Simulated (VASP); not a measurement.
# Si (P6_3/mmc) in VASP: notebook

Runs on Si. Level: PBEsol. Tasks: single point.

Everything below comes from runs of VASP 6.6.1. Logs are shortened: lines on timing, memory, paths and dates and some standing lists are left out, and cuts for length are marked.

**1. The cell of the first run**

It takes space group P6_3/mmc (No. 194, hexagonal). The conventional cell has a = 3.820 Å, b = 3.820 Å, c = 6.320 Å, α = 90.00°, β = 90.00°, γ = 120.00°. Si (site symmetry 3m) has 4 Si at 2.35 to 2.36 Å within 3.1 Å.

**2. Single point, PBEsol**

File INCAR:

```
SYSTEM = Si
  ALGO = Normal
  EDIFF = 1E-6
  ENCUT = 520
  GGA = PS
  ISIF = 2
  ISMEAR = 0
  LASPH = .TRUE.
  LCHARG = .FALSE.
  LREAL = .FALSE.
  LWAVE = .FALSE.
  NBANDS = 16
  NELM = 100
  PREC = Accurate
  SIGMA = 0.01
```

File KPOINTS:

```
k-points
0
G
  9 9 6
  0 0 0
```

File POSCAR:

```
Si
1.0
    3.8200000000      0.0000000000      0.0000000000
   -1.9100000000      3.3082170425      0.0000000000
    0.0000000000      0.0000000000      6.3200000000
Si
4
Direct
    0.3333333333      0.6666666667      0.0000518342
    0.6666666667      0.3333333333      0.5000518342
    0.3333333333      0.6666666667      0.3739481658
    0.6666666667      0.3333333333      0.8739481658
```

Potentials or basis: VASP PAW PBE potentials, release 64 (Si).

Command:

```sh
> cat potpaw_PBE.64/Si/POTCAR > POTCAR
> mpirun -np 1 vasp_std > vasp.out
```

OUTCAR:

```text
SYSTEM = Si
   EDIFF = 1E-6
   ENCUT = 520
   GGA = PS
   ISIF = 2
   ISMEAR = 0
   LASPH = .TRUE.
   LREAL = .FALSE.
   NELM = 100
   PREC = Accurate

 ion  position               nearest neighbor table
   1  0.333  0.667  0.000-   4 2.35   4 2.35   4 2.35   3 2.36
   2  0.667  0.333  0.500-   3 2.35   3 2.35   3 2.35   4 2.36
   3  0.333  0.667  0.374-   2 2.35   2 2.35   2 2.35   1 2.36
   4  0.667  0.333  0.874-   1 2.35   1 2.35   1 2.35   2 2.36

  LATTYP: Found a hexagonal cell.
 ALAT       =     3.8200000000
 C/A-ratio  =     1.6544502618

  Lattice vectors:

 A1 = (   3.8200000000,   0.0000000000,   0.0000000000)
 A2 = (  -1.9100000000,   3.3082170425,   0.0000000000)
 A3 = (   0.0000000000,   0.0000000000,   6.3200000000)

Analysis of symmetry for initial positions (statically):
=====================================================================
 Subroutine PRICEL returns:
 Original cell was already a primitive cell.

 Routine SETGRP: Setting up the symmetry group for a
 hexagonal supercell.

 Subroutine GETGRP returns: Found 24 space group operations
 (whereof  6 operations were pure point group operations)
 out of a pool of 24 trial point group operations.

The static configuration has the point symmetry C_3v.
 The point group associated with its full space group is D_6h.

Analysis of symmetry for dynamics (positions and initial velocities):
=====================================================================
 Subroutine PRICEL returns:
 Original cell was already a primitive cell.

 Routine SETGRP: Setting up the symmetry group for a
 hexagonal supercell.

 Subroutine GETGRP returns: Found 24 space group operations
 (whereof  6 operations were pure point group operations)
 out of a pool of 24 trial point group operations.

The dynamic configuration has the point symmetry C_3v.
 The point group associated with its full space group is D_6h.

 Subroutine INISYM returns: Found 24 space group operations
 (whereof  6 operations are pure point group operations),
 and found     1 'primitive' translations

----------------------------------------------------------------------------------------

                                     Primitive cell

  volume of cell :      79.8683

  direct lattice vectors                    reciprocal lattice vectors
     3.820000000  0.000000000  0.000000000     0.261780105  0.151138814  0.000000000
    -1.910000000  3.308217042  0.000000000     0.000000000  0.302277628  0.000000000
     0.000000000  0.000000000  6.320000000     0.000000000  0.000000000  0.158227848

  length of vectors
     3.820000000  3.820000000  6.320000000     0.302277628  0.302277628  0.158227848

  position of ions in fractional coordinates (direct lattice)
     0.333333333  0.666666667  0.000051834
     0.666666667  0.333333333  0.500051834
     0.333333333  0.666666667  0.373948166
     0.666666667  0.333333333  0.873948166

  ion indices of the primitive-cell ions
   primitive index   ion index
                 1           1
                 2           2
                 3           3
                 4           4

----------------------------------------------------------------------------------------

 KPOINTS: k-points

Automatic generation of k-mesh.
 Grid dimensions read from file:
 generate k-points for:    9    9    6

 Generating k-lattice:

  Cartesian coordinates                     Fractional coordinates (reciprocal lattice)
     0.029086678  0.016793202  0.000000000     0.111111111  0.000000000  0.000000000
     0.000000000  0.033586403  0.000000000     0.000000000  0.111111111  0.000000000
     0.000000000  0.000000000  0.026371308     0.000000000  0.000000000  0.166666667

  Length of vectors
     0.033586403  0.033586403  0.026371308

  Shift w.r.t. Gamma in fractional coordinates (k-lattice)
     0.000000000  0.000000000  0.000000000

 Subroutine IBZKPT returns following result:
 ===========================================

 Found     48 irreducible k-points:

 Following reciprocal coordinates:
            Coordinates               Weight
  0.000000  0.000000  0.000000      1.000000
  0.111111  0.000000  0.000000      6.000000
  0.222222  0.000000  0.000000      6.000000
  0.333333  0.000000  0.000000      6.000000
  0.444444  0.000000  0.000000      6.000000
  0.111111  0.111111  0.000000      6.000000
[... 16 lines left out ...]
  0.333333  0.222222  0.166667     24.000000
  0.333333  0.333333  0.166667      4.000000
 [... further k-points ...]
   k-points           NKPTS =     48   k-points in BZ     NKDIM =     48   number of bands    NBANDS=     16
   number of dos      NEDOS =    301   number of ions     NIONS =      4
   total plane-waves  NPLWV =  37632
   dimension x,y,z NGX =    28 NGY =   28 NGZ =   48
   dimension x,y,z NGXF=    56 NGYF=   56 NGZF=   96
   ions per type =               4
   NGX,Y,Z   is equivalent  to a cutoff of  12.19, 12.19, 12.63 a.u.
   NGXF,Y,Z  is equivalent  to a cutoff of  24.37, 24.37, 25.25 a.u.
 SYSTEM =  Si
   PREC   = accura    normal or accurate (medium, high low for compatibility)
   ISTART =      0    job   : 0-new  1-cont  2-samecut
   ICHARG =      2    charge: 1-file 2-atom 10-const
   ISPIN  =      1    spin polarized calculation?
   LNONCOLLINEAR =      F non collinear calculations
   LSORBIT =      F    spin-orbit coupling
   LASPH  =      T    aspherical Exc in radial PAW
   ENCUT  =  520.0 eV  38.22 Ry    6.18 a.u.   7.10  7.10 11.75*2*pi/ulx,y,z
   NELM   =    100;   NELMIN=  2; NELMDL= -5     # of ELM steps
   EDIFF  = 0.1E-05   stopping-criterion for ELM
   LREAL  =      F    real-space projection
   EDIFFG = 0.1E-04   stopping-criterion for IOM
   NSW    =      0    number of steps for IOM
   IBRION =     -1    ionic relax: 0-MD 1-quasi-New 2-CG
   NFREE  =      0    steps in history (QN), initial steepest desc. (CG)
   ISIF   =      2    stress and relaxation
   ISYM   =      2    0-nonsym 1-usesym 2-fastsym
   POTIM  = 0.5000    time-step for ionic-motion
   TEBEG  =    0.0;   TEEND  =   0.0 temperature during run
   PSTRESS=    0.0 pullay stress
   NELECT =      16.0000    total number of electrons
   NUPDOWN=      -1.0000    fix difference up-down
   EMIN   =  10.00;   EMAX   =-10.00  energy-range for DOS
   EFERMI =   0.00;   METHOD = LEGACY
   ISMEAR =     0;   SIGMA  =   0.01  broadening in eV -4-tet -1-fermi 0-gaus
   EFERMI_NEDOS =   21; number of points for ismear=-14 and -15
   IALGO  =     38    algorithm
   IMIX   =      4    mixing-type and parameters
     AMIX     =   0.40;   BMIX     =  1.00
     AMIX_MAG =   1.60;   BMIX_MAG =  1.00
  volume/ion in A,a.u.               =      19.97       134.74
  Fermi-wavevector in a.u.,A,eV,Ry     =   0.957907  1.810182 12.484513  0.917586
  Thomas-Fermi vector in A             =   2.086967
   LORBIT       =      0    0 simple, 1 ext, 2 COOP (PROOUT), +10 PAW based schemes
   GGA     = PS    functional components
   LHFCALC =     F    Hartree Fock is set to
   AEXX    =    0.0000 exact exchange contribution
   IVDW    =     0    specifies the selected vdW correction
   LEPSILON=     F    determine dielectric tensor
   LRPA    =     F    only Hartree local field effects (RPA)
 non-spin polarized calculation
 Gauss-broadening in eV      SIGMA  =   0.01
  energy-cutoff  :      520.00
  volume of cell :       79.87
 maximum number of plane-waves:      2175
   NGX = 15   NGY = 15   NGZ = 23

 number of electron      15.9999999 magnetization

 Free energy of the ion-electron system (eV)
  ---------------------------------------------------
  ext. energy  EPLUGINS =         0.00000000
  ---------------------------------------------------
  free energy    TOTEN  =       -22.94616021 eV

  energy without entropy =      -22.94616021  energy(sigma->0) =      -22.94616021

 E-fermi :   6.1620     XC(G=0):  -9.5591

 val. band max:        6.0812338136   @ k =   0.0000   0.0000   0.0000
 cond. band min:       6.4041766577   @ k =   0.4444   0.0000   0.0000
 fundamental gap:      0.3229428441
 Fermi energy:         6.1619531877

 k-point     1 :       0.0000    0.0000    0.0000
  band No.  band energies     occupation
      1      -6.2063      2.00000
      2      -3.8907      2.00000
      3      -1.2298      2.00000
      4       4.5434      2.00000
      5       4.5434      2.00000
      6       5.7129      2.00000
[... 8 lines left out ...]
     15      10.2114      0.00000
     16      11.9356      0.00000

 k-point     2 :       0.1111    0.0000    0.0000
  band No.  band energies     occupation
      1      -6.0612      2.00000
      2      -3.7428      2.00000
      3      -1.1501      2.00000
      4       3.4446      2.00000
      5       4.2526      2.00000
      6       5.0741      2.00000
[... 8 lines left out ...]
     15      10.8710      0.00000
     16      11.1178      0.00000

 k-point     3 :       0.2222    0.0000    0.0000
  band No.  band energies     occupation
      1      -5.6326      2.00000
      2      -3.3048      2.00000
      3      -1.0114      2.00000
      4       1.8816      2.00000
      5       3.3394      2.00000
      6       3.7094      2.00000
[... 8 lines left out ...]
     15      11.8405      0.00000
     16      12.1018      0.00000

 k-point     4 :       0.3333    0.0000    0.0000
  band No.  band energies     occupation
      1      -4.9524      2.00000
      2      -2.6035      2.00000
      3      -1.3178      2.00000
      4       1.0695      2.00000
      5       1.6576      2.00000
      6       3.2555      2.00000
[... 8 lines left out ...]
     15      12.9882      0.00000
     16      13.1290      0.00000
[... 324 lines left out ...]
 k-point    22 :       0.2222    0.2222    0.1667
  band No.  band energies     occupation
      1      -4.4656      2.00000
      2      -2.6151      2.00000
      3      -1.2000      2.00000
      4       0.9867      2.00000
      5       1.7008      2.00000
      6       1.8434      2.00000
[... 8 lines left out ...]
     15      11.5741      0.00000
     16      12.2962      0.00000

 k-point    23 :       0.3333    0.2222    0.1667
  band No.  band energies     occupation
      1      -3.6806      2.00000
      2      -2.4000      2.00000
      3      -1.4413      2.00000
      4      -0.0561      2.00000
      5       1.2562      2.00000
      6       2.2331      2.00000
[... 8 lines left out ...]
     15      12.6100      0.00000
     16      13.4286      0.00000

 k-point    24 :       0.3333    0.3333    0.1667
  band No.  band energies     occupation
      1      -2.9521      2.00000
      2      -2.9521      2.00000
      3      -0.7633      2.00000
      4      -0.7633      2.00000
      5       0.8644      2.00000
      6       2.4540      2.00000
[... 8 lines left out ...]
     15      13.0697      0.00000
     16      13.2550      0.00000

 [... further k-points ...]

------------------------ aborting loop because EDIFF is reached ----------------------------------------

  FORCE on cell =-STRESS in cart. coord.  units (eV):
  Direction    XX          YY          ZZ          XY          YZ          ZX
  --------------------------------------------------------------------------------------
  -------------------------------------------------------------------------------------
  Total        0.2279475      0.2279475      0.1765774      0.0000000      0.0000000      0.0000000
  in kB        4.5726810      4.5726810      3.5421844      0.0000000      0.0000000      0.0000000
  external PRESSURE =       4.2291821 kB  Pullay stress =       0.0000000 kB

 VOLUME and BASIS-vectors are now :
 -----------------------------------------------------------------------------
  energy-cutoff  :      520.00
  volume of cell :       79.87
      direct lattice vectors                 reciprocal lattice vectors
     3.820000000  0.000000000  0.000000000     0.261780105  0.151138814  0.000000000
    -1.910000000  3.308217042  0.000000000     0.000000000  0.302277628  0.000000000
     0.000000000  0.000000000  6.320000000     0.000000000  0.000000000  0.158227848

 POSITION                                       TOTAL-FORCE (eV/Angst)
 -----------------------------------------------------------------------------------
     -0.00000      2.20548      0.00033        -0.000000     -0.000000     -0.000326
      1.91000      1.10274      3.16033         0.000000      0.000000     -0.000326
     -0.00000      2.20548      2.36335        -0.000000     -0.000000      0.000326
      1.91000      1.10274      5.52335         0.000000      0.000000      0.000326
 -----------------------------------------------------------------------------------
    total drift:                               -0.000000      0.000000      0.000000

  FREE ENERGIE OF THE ION-ELECTRON SYSTEM (eV)
  ---------------------------------------------------
  free  energy   TOTEN  =       -22.9461602149 eV

  energy  without entropy=      -22.9461602149  energy(sigma->0) =      -22.94616021
```

It took 76 s on 1 thread of AMD EPYC 7R13, shared host; peak memory 0.17 GiB.

Results:

```yaml
Free_energy: -22.9462 eV
Pressure: 0.4 GPa
Band_gap_on_the_k_mesh: 0.32 eV, indirect (least direct gap 0.98 eV)
```

Stress tensor (GPa, compression positive):
```
0.46 0.00 0.00
0.00 0.46 0.00
0.00 0.00 0.35
```

Caveat: the PAW data sets were made with another functional, which shifts forces and pressure a little.

**3. Single point, PBEsol**

File INCAR:

```
ALGO = Normal ; EDIFF = 1E-6
ENCUT = 520 ; GGA = PS
ISIF = 2 ; ISMEAR = 0
LASPH = True ; LCHARG = False
LREAL = False ; LWAVE = False
NBANDS = 16 ; NELM = 100
PREC = Accurate ; SIGMA = 0.01
```

File KPOINTS:

```
k-points
0
Gamma
  9 9 6
```

POSCAR is that of step 2.

Potentials or basis: VASP PAW PBE potentials, release 64 (Si).

Command:

```sh
> cat potpaw_PBE.64/Si/POTCAR > POTCAR
> mpirun -np 1 vasp_std > vasp.out
```

Wall time 72 s (1 thread of AMD EPYC 7R13, shared host); peak memory 0.17 GiB.

It converged, with:

```yaml
Free_energy: -22.9462 eV
Pressure: 0.4 GPa
Band_gap_on_the_k_mesh: 0.32 eV, indirect (least direct gap 0.98 eV)
```

Stress tensor (GPa, compression positive):
```
0.46 0.00 0.00
0.00 0.46 0.00
0.00 0.00 0.35
```

Levels at points of the mesh, in eV from the valence-band top:
```tsv
k point	band 4	band 5	band 6	band 7	band 8	band 9	band 10	band 11	band 12	band 13
(0.00, 0.00, 0.00)	-1.54	-1.54	-0.37	0.00	0.00	0.98	1.94	1.94	2.28	3.56
(0.00, 0.00, 0.50)	-4.29	-0.94	-0.94	-0.94	-0.94	1.76	1.76	2.92	2.92	2.92
```

Caveat: the PAW data sets were made with another functional, which shifts forces and pressure a little. A k mesh can miss the band edges.
